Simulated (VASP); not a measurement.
# NaCl (Pm-3m) in VASP: single point with PBE

Aim: the single point of NaCl with PBE.

Everything below comes from runs of VASP 6.6.1. Logs are shortened: lines on timing, memory, paths and dates and some standing lists are left out, and cuts for length are marked.

**1. The cell of the first run**

The structure is cubic, space group Pm-3m (No. 221). The conventional cell has a = 2.860 Å, b = 2.860 Å, c = 2.860 Å, α = 90.00°, β = 90.00°, γ = 90.00°. Na (site symmetry m-3m) has 8 Cl at 2.48 Å and 6 Na at 2.86 Å within 3.3 Å. Within 3.3 Å of Cl (site symmetry m-3m) lie 8 Na at 2.48 Å and 6 Cl at 2.86 Å.

**2. Single point, PBE**

INCAR reads:

```
ALGO = Normal
EDIFF = 1E-7
ENCUT = 520
GGA = PE
ISIF = 2
ISMEAR = -1
LASPH = T
LCHARG = T
LELF = T
LREAL = F
LVHAR = T
LWAVE = F
NBANDS = 14
NELM = 80
PREC = Accurate
SIGMA = 0.05
```

KPOINTS reads:

```
k-points
0
Gamma
  7 7 7
```

POSCAR reads:

```
NaCl
1.0
    2.8600000000      0.0000000000      0.0000000000
    0.0000000000      2.8600000000      0.0000000000
    0.0000000000      0.0000000000      2.8600000000
Na Cl
1 1
Direct
    0.0000000000      0.0000000000      0.0000000000
    0.5000000000      0.5000000000      0.5000000000
```

Potentials or basis: VASP PAW PBE potentials, release 64 (Na_pv, Cl).

Run with:

```console
$ cat potpaw_PBE.64/Na_pv/POTCAR potpaw_PBE.64/Cl/POTCAR > POTCAR
$ mpirun -np 1 vasp_std > vasp.out
```

OUTCAR:

```text
EDIFF = 1E-7
   ENCUT = 520
   GGA = PE
   ISIF = 2
   ISMEAR = -1
   LASPH = T
   LREAL = F
   NELM = 80
   PREC = Accurate

 ion  position               nearest neighbor table
   1  0.000  0.000  0.000-   2 2.48   2 2.48   2 2.48   2 2.48   2 2.48   2 2.48   2 2.48   2 2.48

   2  0.500  0.500  0.500-   1 2.48   1 2.48   1 2.48   1 2.48   1 2.48   1 2.48   1 2.48   1 2.48

  LATTYP: Found a simple cubic cell.
 ALAT       =     2.8600000000

  Lattice vectors:

 A1 = (   2.8600000000,   0.0000000000,   0.0000000000)
 A2 = (   0.0000000000,   2.8600000000,   0.0000000000)
 A3 = (   0.0000000000,   0.0000000000,   2.8600000000)

Analysis of symmetry for initial positions (statically):
=====================================================================
 Subroutine PRICEL returns:
 Original cell was already a primitive cell.

 Routine SETGRP: Setting up the symmetry group for a
 simple cubic supercell.

 Subroutine GETGRP returns: Found 48 space group operations
 (whereof 48 operations were pure point group operations)
 out of a pool of 48 trial point group operations.

The static configuration has the point symmetry O_h .

Analysis of symmetry for dynamics (positions and initial velocities):
=====================================================================
 Subroutine PRICEL returns:
 Original cell was already a primitive cell.

 Routine SETGRP: Setting up the symmetry group for a
 simple cubic supercell.

 Subroutine GETGRP returns: Found 48 space group operations
 (whereof 48 operations were pure point group operations)
 out of a pool of 48 trial point group operations.

The dynamic configuration has the point symmetry O_h .

 Subroutine INISYM returns: Found 48 space group operations
 (whereof 48 operations are pure point group operations),
 and found     1 'primitive' translations

----------------------------------------------------------------------------------------

                                     Primitive cell

  volume of cell :      23.3937

  direct lattice vectors                    reciprocal lattice vectors
     2.860000000  0.000000000  0.000000000     0.349650350  0.000000000  0.000000000
     0.000000000  2.860000000  0.000000000     0.000000000  0.349650350  0.000000000
     0.000000000  0.000000000  2.860000000     0.000000000  0.000000000  0.349650350

  length of vectors
     2.860000000  2.860000000  2.860000000     0.349650350  0.349650350  0.349650350

  position of ions in fractional coordinates (direct lattice)
     0.000000000  0.000000000  0.000000000
     0.500000000  0.500000000  0.500000000

  ion indices of the primitive-cell ions
   primitive index   ion index
                 1           1
                 2           2

----------------------------------------------------------------------------------------

 KPOINTS: k-points

Automatic generation of k-mesh.
 Grid dimensions read from file:
 generate k-points for:    7    7    7

 Generating k-lattice:

  Cartesian coordinates                     Fractional coordinates (reciprocal lattice)
     0.049950050  0.000000000  0.000000000     0.142857143  0.000000000  0.000000000
     0.000000000  0.049950050  0.000000000     0.000000000  0.142857143  0.000000000
     0.000000000  0.000000000  0.049950050     0.000000000  0.000000000  0.142857143

  Length of vectors
     0.049950050  0.049950050  0.049950050

  Shift w.r.t. Gamma in fractional coordinates (k-lattice)
     0.000000000  0.000000000  0.000000000

 Subroutine IBZKPT returns following result:
 ===========================================

 Found     20 irreducible k-points:

 Following reciprocal coordinates:
            Coordinates               Weight
  0.000000  0.000000  0.000000      1.000000
  0.142857  0.000000  0.000000      6.000000
  0.285714  0.000000  0.000000      6.000000
  0.428571  0.000000  0.000000      6.000000
  0.142857  0.142857  0.000000     12.000000
  0.285714  0.142857  0.000000     24.000000
[... 12 lines left out ...]
  0.428571  0.428571  0.285714     24.000000
  0.428571  0.428571  0.428571      8.000000
   k-points           NKPTS =     20   k-points in BZ     NKDIM =     20   number of bands    NBANDS=     14
   number of dos      NEDOS =    301   number of ions     NIONS =      2
   total plane-waves  NPLWV =  13824
   dimension x,y,z NGX =    24 NGY =   24 NGZ =   24
   dimension x,y,z NGXF=    48 NGYF=   48 NGZF=   48
   ions per type =               1   1
   NGX,Y,Z   is equivalent  to a cutoff of  13.95, 13.95, 13.95 a.u.
   NGXF,Y,Z  is equivalent  to a cutoff of  27.90, 27.90, 27.90 a.u.
 SYSTEM =  unknown system
   PREC   = accura    normal or accurate (medium, high low for compatibility)
   ISTART =      0    job   : 0-new  1-cont  2-samecut
   ICHARG =      2    charge: 1-file 2-atom 10-const
   ISPIN  =      1    spin polarized calculation?
   LNONCOLLINEAR =      F non collinear calculations
   LSORBIT =      F    spin-orbit coupling
   LASPH  =      T    aspherical Exc in radial PAW
   ENCUT  =  520.0 eV  38.22 Ry    6.18 a.u.   5.32  5.32  5.32*2*pi/ulx,y,z
   NELM   =     80;   NELMIN=  2; NELMDL= -5     # of ELM steps
   EDIFF  = 0.1E-06   stopping-criterion for ELM
   LREAL  =      F    real-space projection
   EDIFFG = 0.1E-05   stopping-criterion for IOM
   NSW    =      0    number of steps for IOM
   IBRION =     -1    ionic relax: 0-MD 1-quasi-New 2-CG
   NFREE  =      0    steps in history (QN), initial steepest desc. (CG)
   ISIF   =      2    stress and relaxation
   ISYM   =      2    0-nonsym 1-usesym 2-fastsym
   POTIM  = 0.5000    time-step for ionic-motion
   TEBEG  =    0.0;   TEEND  =   0.0 temperature during run
   PSTRESS=    0.0 pullay stress
   NELECT =      14.0000    total number of electrons
   NUPDOWN=      -1.0000    fix difference up-down
   EMIN   =  10.00;   EMAX   =-10.00  energy-range for DOS
   EFERMI =   0.00;   METHOD = LEGACY
   ISMEAR =    -1;   SIGMA  =   0.05  broadening in eV -4-tet -1-fermi 0-gaus
   EFERMI_NEDOS =   21; number of points for ismear=-14 and -15
   IALGO  =     38    algorithm
   IMIX   =      4    mixing-type and parameters
     AMIX     =   0.40;   BMIX     =  1.00
     AMIX_MAG =   1.60;   BMIX_MAG =  1.00
  volume/ion in A,a.u.               =      11.70        78.93
  Fermi-wavevector in a.u.,A,eV,Ry     =   1.379595  2.607056 25.895713  1.903281
  Thomas-Fermi vector in A             =   2.504550
   LORBIT       =      0    0 simple, 1 ext, 2 COOP (PROOUT), +10 PAW based schemes
   GGA     = PE    functional components
[... 5 lines left out ...]
 non-spin polarized calculation
  energy-cutoff  :      520.00
  volume of cell :       23.39
 maximum number of plane-waves:       642
 NGX is ok and might be reduce to    24
   NGX = 11   NGY = 11   NGZ = 11

 number of electron      13.9999997 magnetization

 Free energy of the ion-electron system (eV)
  ---------------------------------------------------
  ext. energy  EPLUGINS =         0.00000000
  ---------------------------------------------------
  free energy    TOTEN  =        -4.19887914 eV

  energy without entropy =       -4.19887914  energy(sigma->0) =       -4.19887914

 E-fermi :   7.8574     XC(G=0): -11.3702

 val. band max:        6.7199866334   @ k =   0.4286   0.4286   0.0000
 cond. band min:      11.7079685036   @ k =   0.4286   0.4286   0.0000
 fundamental gap:      4.9879818702
 Fermi energy:         7.8573778360

 k-point     1 :       0.0000    0.0000    0.0000
  band No.  band energies     occupation
      1     -15.8946      2.00000
      2     -15.8946      2.00000
      3     -15.8946      2.00000
      4     -10.1677      2.00000
      5       5.5493      2.00000
      6       5.5493      2.00000
      7       5.5493      2.00000
      8      13.4869      0.00000
      9      13.4869      0.00000
     10      14.2506      0.00000
     11      24.6382      0.00000
     12      24.6382      0.00000
     13      24.6382      0.00000
     14      29.3421      0.00000

 k-point     2 :       0.1429    0.0000    0.0000
  band No.  band energies     occupation
      1     -15.9827      2.00000
      2     -15.8878      2.00000
      3     -15.8878      2.00000
      4      -9.9014      2.00000
      5       4.0988      2.00000
      6       5.6318      2.00000
      7       5.6318      2.00000
      8      13.8068      0.00000
      9      14.2216      0.00000
     10      15.7814      0.00000
     11      23.1122      0.00000
     12      23.1122      0.00000
     13      24.8644      0.00000
     14      27.4204      0.00000

 k-point     3 :       0.2857    0.0000    0.0000
  band No.  band energies     occupation
      1     -16.1682      2.00000
      2     -15.8725      2.00000
      3     -15.8725      2.00000
      4      -9.2432      2.00000
      5       1.7371      2.00000
      6       5.8279      2.00000
      7       5.8279      2.00000
      8      14.7114      0.00000
      9      15.0943      0.00000
     10      19.1463      0.00000
     11      20.9856      0.00000
     12      20.9856      0.00000
     13      23.7421      0.00000
     14      25.4501      0.00000
[... 256 lines left out ...]
 k-point    19 :       0.4286    0.4286    0.2857
  band No.  band energies     occupation
      1     -16.1027      2.00000
      2     -16.0936      2.00000
      3     -15.9869      2.00000
      4      -7.2224      2.00000
      5       1.9195      2.00000
      6       1.9216      2.00000
      7       3.5609      2.00000
      8      12.7150      0.00000
      9      14.8261      0.00000
     10      14.8789      0.00000
     11      23.1903      0.00000
     12      26.3169      0.00000
     13      26.8476      0.00000
     14      27.5394      0.00000

 k-point    20 :       0.4286    0.4286    0.4286
  band No.  band energies     occupation
      1     -16.0771      2.00000
      2     -16.0691      2.00000
      3     -16.0691      2.00000
      4      -6.7802      2.00000
      5       2.1331      2.00000
      6       2.1331      2.00000
      7       2.2140      2.00000
      8      13.3011      0.00000
      9      13.4636      0.00000
     10      13.4636      0.00000
     11      24.6314      0.00000
     12      27.5582      0.00000
     13      27.5582      0.00000
     14      28.7546      0.00000

------------------------ aborting loop because EDIFF is reached ----------------------------------------

  FORCE on cell =-STRESS in cart. coord.  units (eV):
  Direction    XX          YY          ZZ          XY          YZ          ZX
  --------------------------------------------------------------------------------------
  -------------------------------------------------------------------------------------
  Total        9.5154349      9.5154349      9.5154349     -0.0000000     -0.0000000      0.0000000
  in kB      651.6901060    651.6901060    651.6901060     -0.0000000     -0.0000000      0.0000000
  external PRESSURE =     651.6901060 kB  Pullay stress =       0.0000000 kB

 VOLUME and BASIS-vectors are now :
 -----------------------------------------------------------------------------
  energy-cutoff  :      520.00
  volume of cell :       23.39
      direct lattice vectors                 reciprocal lattice vectors
     2.860000000  0.000000000  0.000000000     0.349650350  0.000000000  0.000000000
     0.000000000  2.860000000  0.000000000     0.000000000  0.349650350  0.000000000
     0.000000000  0.000000000  2.860000000     0.000000000  0.000000000  0.349650350

 POSITION                                       TOTAL-FORCE (eV/Angst)
 -----------------------------------------------------------------------------------
      0.00000      0.00000      0.00000         0.000000      0.000000      0.000000
      1.43000      1.43000      1.43000         0.000000      0.000000      0.000000
 -----------------------------------------------------------------------------------
    total drift:                                0.000000     -0.000000     -0.000000

  FREE ENERGIE OF THE ION-ELECTRON SYSTEM (eV)
  ---------------------------------------------------
  free  energy   TOTEN  =        -4.1988791405 eV

  energy  without entropy=       -4.1988791405  energy(sigma->0) =       -4.19887914
```

It took 3.9 s on 1 thread of AMD EPYC 9R45 (Zen 5), shared host; peak memory 0.1 GiB.

Results:

| Item | Value |
| --- | --- |
| Free energy | -4.1989 eV |
| Pressure | 65.2 GPa |
| Band gap on the k mesh | 4.99 eV, direct |

Levels at points of the mesh, in eV from the valence-band top:
| k point | band 5 | band 6 | band 7 | band 8 | band 9 | band 10 |
| --- | --- | --- | --- | --- | --- | --- |
| (0.00, 0.00, 0.00) | -1.17 | -1.17 | -1.17 | 6.77 | 6.77 | 7.53 |

A k mesh can miss the band edges. Expect the measured gap to be larger: semilocal functionals such as PBE lack the derivative discontinuity.
